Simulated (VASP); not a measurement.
Input of a VASP 6.6.1 run:

Contents of INCAR:

```
SYSTEM = Pd
  PREC = Accurate
  ENCUT = 520
  EDIFF = 1E-6
  ISMEAR = -1
  SIGMA = 0.05
  LREAL = .False.
  LASPH = .True.
  NELM = 60
  ALGO = Normal
  ISIF = 2
  LWAVE = .False.
  LCHARG = .False.
  GGA = PS
  NBANDS = 17
```

The input KPOINTS:

```
Automatic mesh
0
Gamma
  12 12 7
  0 0 0
```

Contents of POSCAR:

```
Pd
1.0
    2.7983685316      0.0000000000      0.0000000000
   -1.3991842658      2.4234582375      0.0000000000
    0.0000000000      0.0000000000      4.5333570212
Pd
2
Direct
    0.3333333333      0.6666666667      0.2500000000
    0.6666666667      0.3333333333      0.7500000000
```

Potentials or basis: VASP PAW PBE potentials, release 64 (Pd).

Launch:

```sh
$ cat potpaw_PBE.64/Pd/POTCAR > POTCAR
$ mpirun -np 1 vasp_std > vasp.out
```

(1) Predict the band gap on the k mesh.

(2) Predict the pressure.

## Answers

(1) zero (band 10 reaches 9.11 eV, above the bottom of band 11 at 8.42 eV).

(2) -8.9 GPa.

Caveat: the PAW data sets were made with another functional, which shifts forces and pressure a little.
